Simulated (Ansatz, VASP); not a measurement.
One calculation of SiC, two programs

```
Si C
1.0
     3.13027    0.00000    0.00000
    -1.56513    2.71089    0.00000
     0.00000    0.00000    5.34681
Si C
2 2
Direct
  0.33333 0.66667 0.00456
  0.66667 0.33333 0.50456
  0.33333 0.66667 0.38044
  0.66667 0.33333 0.88044
```

Alike in both runs: task relaxation of the atoms; functional PBE; k mesh 12 × 12 × 6; occupations gaussian, width 0.05 eV; no spin polarisation.

|  | VASP | Ansatz |
| --- | --- | --- |
| version | VASP 6.6.1 | Ansatz 0.2.0 |
| potentials or method | VASP PAW PBE potentials, release 64 (Si, C), cutoff 520 eV | scalar-relativistic, plane waves, PAW |
| valence electrons in the cell | 16 | 16 |

|  | VASP | Ansatz | Ansatz less VASP |
| --- | --- | --- | --- |
| gap on the k mesh at the Fermi level, each at its own relaxed structure (eV) | 2.24 | 2.25 | +0.005 |

Ansatz's warnings: stress scf threshold loose.
